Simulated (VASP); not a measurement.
Wanted: the native input for a VASP 6.6.1 run.

- Task: single point
- Functional: PBE
- Potentials or basis: VASP PAW PBE potentials, release 64 (Ho, Nb_sv, Te)
- Cutoff: 600 eV
- k mesh: 4 × 4 × 2
- Occupations: gaussian, width 0.1 eV
- Spin: no spin polarisation
- Dipole correction: no
- Further INCAR settings: ALGO = Normal; EDIFF = 1e-06; NBANDS = 34

The structure of HoNbTe3 lies in POSCAR:

```
HoNbTe3
1.0
    3.9050015922      0.0000000000      0.0000000000
    0.0000000000      3.9050015922      0.0000000000
    0.0000000000      0.0000000000      9.6025127096
Ho Nb Te
1 1 3
Direct
    0.5000000000      0.5000000000      0.0000000000
    0.0000000000      0.0000000000      0.5000000000
    0.5000000000      0.5000000000      0.3324792162
    0.5000000000      0.5000000000      0.6675207838
    0.0000000000      0.0000000000      0.0000000000
```

The cell was built from a structure type or drawn by symmetry, and may not be a known phase.

One way to write it, as run:

INCAR

```
PREC     = Accurate       # precision mode
ENCUT    = 600            # plane-wave cutoff, eV
EDIFF    = 1E-6           # SCF threshold, eV
ISMEAR   = 0              # smearing method
SIGMA    = 0.1            # smearing width, eV
LREAL    = False          # projectors in reciprocal space
LASPH    = True           # aspherical terms in the spheres
NELM     = 200            # most SCF steps
ALGO     = Normal         # electronic algorithm
ISIF     = 2              # what is computed and relaxed
LWAVE    = False          # write WAVECAR
LCHARG   = False          # write CHGCAR
GGA      = PE             # functional
NBANDS   = 34             # bands
GGA_COMPAT= False        
LMAXMIX  = 6              # l up to which the mixer works
```

KPOINTS

```
Automatic mesh
0
Gamma
  4 4 2
```

Potentials or basis: VASP PAW PBE potentials, release 64 (Ho, Nb_sv, Te).

Command:

```bash
$ cat potpaw_PBE.64/Ho/POTCAR potpaw_PBE.64/Nb_sv/POTCAR potpaw_PBE.64/Te/POTCAR > POTCAR
$ mpirun -np 1 vasp_std > vasp.out
```

Results of the run:

The pressure is -0.1 GPa. The largest force is 0.147 eV/Å and the band gap on the k mesh is zero (bands 26 and 27 overlap by 0.11 eV).

Caveat: the k points lie up to 0.40 Å⁻¹ apart; spin-orbit coupling is left out, which moves the levels of the heavy elements; semilocal functionals describe open f shells poorly, which spoils levels, moments and volumes.

Run time: 12 min on 1 thread of AMD EPYC 9R14 (Zen 4) (shared host), peak memory 0.29 GiB.
